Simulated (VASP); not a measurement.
A run of VASP 6.6.1 is set up as follows.

File INCAR:

```
SYSTEM = C
PREC     = Accurate       ! precision mode
ENCUT    = 520            ! plane-wave cutoff, eV
EDIFF    = 1E-7           ! SCF threshold, eV
ISMEAR   = -1             ! smearing method
SIGMA    = 0.05           ! smearing width, eV
LREAL    = .False.        ! projectors in reciprocal space
LASPH    = .True.         ! aspherical terms in the spheres
NELM     = 60             ! most SCF steps
ALGO     = Normal         ! electronic algorithm
ISIF     = 2              ! what is computed and relaxed
LWAVE    = .False.        ! write WAVECAR
LCHARG   = .False.        ! write CHGCAR
GGA      = RP             ! functional
NBANDS   = 36             ! bands
```

File KPOINTS:

```
regular mesh
0
Gamma
  12 12 3
  0 0 0
```

The input POSCAR:

```
C
1.0
    2.5325381387      0.0000000000      0.0000000000
   -1.2662690693      2.1932423642      0.0000000000
    0.0000000000      0.0000000000     12.4869557434
C
12
Direct
    0.6666666667      0.3333333333      0.3548974542
    0.3333333333      0.6666666667      0.8548974542
    0.6666666667      0.3333333333      0.1451025458
    0.3333333333      0.6666666667      0.6451025458
    0.6666666667      0.3333333333      0.4792341266
    0.3333333333      0.6666666667      0.9792341266
    0.6666666667      0.3333333333      0.0207658734
    0.3333333333      0.6666666667      0.5207658734
    0.0000000000      0.0000000000      0.8131417955
    0.0000000000      0.0000000000      0.3131417955
    0.0000000000      0.0000000000      0.6868582045
    0.0000000000      0.0000000000      0.1868582045
```

Potentials or basis: VASP PAW PBE potentials, release 64 (C).

Command:

```console
$ cat potpaw_PBE.64/C/POTCAR > POTCAR
$ mpirun -np 1 vasp_std > vasp.out
```

(1) What does it give for the band gap on the k mesh?

(2) Estimate the largest force.

(3) Estimate the pressure.

Results:

(1) 4.40 eV, indirect (least direct gap 5.35 eV).

(2) 0.005 eV/Å.

(3) 0.5 GPa.

Caveat: the PAW data sets were made with another functional, which shifts forces and pressure a little.
